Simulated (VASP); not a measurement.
Ni:

```
Ni
1.0
     0.00000    1.76194    1.76194
     1.76194    0.00000    1.76194
     1.76194    1.76194    0.00000
Ni
1
Direct
  0.00000 0.00000 0.00000
```

| Quantity | Value |
| --- | --- |
| Program | VASP 6.6.1 |
| Task | relaxation of cell and atoms |
| Functional | PBEsol |
| Potentials or basis | VASP PAW PBE potentials, release 64 (Ni) |
| Cutoff | 600 eV |
| k mesh | 15 × 15 × 15 |
| Occupations | fermi-dirac, width 0.05 eV |
| Spin | collinear spin, ferromagnetic start |
| Starting moments | [1.5] μB |

At the start: pressure -10.4 GPa; volume 10.94 Å³/atom.

Question: Where does the relaxation end?

Answer: Over 3 steps the energy falls by 19.1 meV/atom and the volume is 10.39 Å³/atom (-5.0 %); space group Fm-3m (No. 225, to 0.1 Å) before and after; moment 0.64 μB per cell.

The path:
```csv
step,energy change (eV),largest force (eV/Å),pressure (GPa),volume (Å³)
1,0.0000,0.0000,-10.40,10.94
2,0.0022,0.0000,13.59,9.85
3,-0.0191,0.0000,-0.05,10.39
```

Final structure:
```
Ni
1.0
     0.00000    1.73178    1.73178
     1.73178    0.00000    1.73178
     1.73178    1.73178    0.00000
Ni
1
Direct
  0.00000 0.00000 0.00000
```

Caveat: the PAW data sets were made with another functional, which shifts forces and pressure a little.
